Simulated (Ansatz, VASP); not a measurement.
## One calculation of Pb, two programs

POSCAR

```
Pb
1.0
    0.0000000000      3.4842552460      3.4842552460
    3.4842552460      0.0000000000      3.4842552460
    3.4842552460      3.4842552460      0.0000000000
Pb
2
Direct
    0.2500000000      0.2500000000      0.2500000000
    0.0000000000      0.0000000000      0.0000000000
```

The input INCAR.step1:

```
SYSTEM = Pb
PREC     = Accurate       ! precision mode
ENCUT    = 520            ! plane-wave cutoff, eV
ISMEAR   = -1             ! smearing method
SIGMA    = 0.05           ! smearing width, eV
LREAL    = .False.        ! projectors in reciprocal space
LASPH    = .True.         ! aspherical terms in the spheres
NELM     = 60             ! most SCF steps
NBANDS   = 21             ! bands
GGA      = PE             ! functional
ALGO     = Normal         ! electronic algorithm
EDIFF    = 1E-4           ! SCF threshold, eV
LWAVE    = .True.         ! write WAVECAR
LCHARG   = .False.        ! write CHGCAR
```

The input INCAR.step2:

```
SYSTEM = Pb
PREC     = Accurate       ! precision mode
ENCUT    = 520            ! plane-wave cutoff, eV
EDIFF    = 1E-6           ! SCF threshold, eV
ISMEAR   = -1             ! smearing method
SIGMA    = 0.05           ! smearing width, eV
LREAL    = .False.        ! projectors in reciprocal space
LASPH    = .True.         ! aspherical terms in the spheres
NELM     = 60             ! most SCF steps
ALGO     = Normal         ! electronic algorithm
ISIF     = 2              ! what is computed and relaxed
LWAVE    = .False.        ! write WAVECAR
LCHARG   = .False.        ! write CHGCAR
METAGGA  = R2SCAN         ! meta-GGA
LMIXTAU  = .True.       
NBANDS   = 21             ! bands
ISTART   = 1
```

File KPOINTS:

```
regular mesh
0
Gamma
  7 7 7
  0 0 0
```

input.yaml

```yaml
crystal:
  lattice:
    - [0.0, 3.484255246, 3.484255246]
    - [3.484255246, 0.0, 3.484255246]
    - [3.484255246, 3.484255246, 0.0]
  atoms:
    - { symbol: Pb, position: [0.25, 0.25, 0.25] }
    - { symbol: Pb, position: [0.0, 0.0, 0.0] }
hamiltonian:
  xc: r2scan
  pseudopotentials: { kind: paw }
kpoints:
  mp_grid: { grid: [7, 7, 7] }
scf:
  occupations: { method: fermi_dirac, width: 0.05 }
output:
  forces: true
  stress: true
  eigenvalues: true
  write_density: true
  write_potential: true
  elf: true
  volumetric_format: npy
```

Alike in both runs: task single point; functional r2SCAN; k mesh 7 × 7 × 7; occupations fermi-dirac, width 0.05 eV; no spin polarisation.

```csv
,VASP,Ansatz
version,VASP 6.6.1,Ansatz 0.2.0
potentials or method,"VASP PAW PBE potentials, release 64 (Pb_d)",Ansatz PAW
plane-wave cutoff (eV),520,500
valence electrons in the cell,28,28
```

|  | VASP | Ansatz | Ansatz less VASP |
| --- | --- | --- | --- |
| gap on the k mesh at the Fermi level (eV) | none | none | - |
| pressure (GPa) | -0.2 | -0.2 | +0.02 |

VASP's potentials were made for PBE, not for r2SCAN. A gap of «none» marks a metal or a gap that the smearing closes. The functional is the same, so the differences come from potentials, cutoffs and numerics.

Spin-orbit coupling is off throughout.
